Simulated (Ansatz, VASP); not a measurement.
# CoSi2: VASP beside Ansatz

The input INCAR:

```
SYSTEM = CoSi2
ALGO = Normal
EDIFF = 1E-6
ENCUT = 690
GGA = PE
GGA_COMPAT = .False.
ISIF = 2
ISMEAR = 1
LASPH = .True.
LCHARG = .False.
LDAU = .True.
LDAUJ = 0 0
LDAUL = 2 -1
LDAUPRINT = 1
LDAUTYPE = 2
LDAUU = 6.4 0
LMAXMIX = 4
LREAL = .False.
LWAVE = .False.
NBANDS = 20
NELM = 200
PREC = Accurate
SIGMA = 0.29
```

KPOINTS

```
k-points
0
Gamma
  6 6 6
  0 0 0
```

The input POSCAR:

```
CoSi2
1.0
    0.0000000000      2.6825000000      2.6825000000
    2.6825000000      0.0000000000      2.6825000000
    2.6825000000      2.6825000000      0.0000000000
Co Si
1 2
Direct
    0.0000000000      0.0000000000      0.0000000000
    0.2500000000      0.2500000000      0.2500000000
    0.7500000000      0.7500000000      0.7500000000
```

Input for Ansatz:

```yaml
crystal:
  lattice:
    - [0.0, 2.6825, 2.6825]
    - [2.6825, 0.0, 2.6825]
    - [2.6825, 2.6825, 0.0]
  atoms:
    - { symbol: Co, position: [0.0, 0.0, 0.0] }
    - { symbol: Si, position: [0.25, 0.25, 0.25] }
    - { symbol: Si, position: [0.75, 0.75, 0.75] }
basis:
  ecutwfc: 420
kpoints:
  mp_grid: { grid: [6, 6, 6] }
hamiltonian:
  xc: pbe
  hubbard: { sites: [{ species: Co, l: d, u_eff: 6.4 }], projectors: atomic }
scf:
  occupations: { method: methfessel_paxton, width: 0.29 }
output:
  forces: true
  stress: true
  eigenvalues: true
```

Alike in both runs: task single point; functional PBE; k mesh 6 × 6 × 6; occupations methfessel-paxton of order 1, width 0.29 eV; no spin polarisation; Hubbard terms Co d U = 6.4 eV.

|  | VASP | Ansatz |
| --- | --- | --- |
| version | VASP 6.6.1 | Ansatz 0.2.0 |
| potentials or method | VASP PAW PBE potentials, release 64 (Co_sv, Si), cutoff 690 eV | scalar-relativistic, plane waves, PAW |
| valence electrons in the cell | 25 | 25 |

```tsv
	VASP	Ansatz	Ansatz less VASP
gap on the k mesh at the Fermi level (eV)	none	none	-
pressure (GPa)	-2.4	-5.8	-3.49
```

The programs project onto different local orbitals, so the same U acts differently, and such runs can settle in different states. A gap of «none» marks a metal or a gap that the smearing closes. Ansatz's warnings: filled band counts differ across k points.
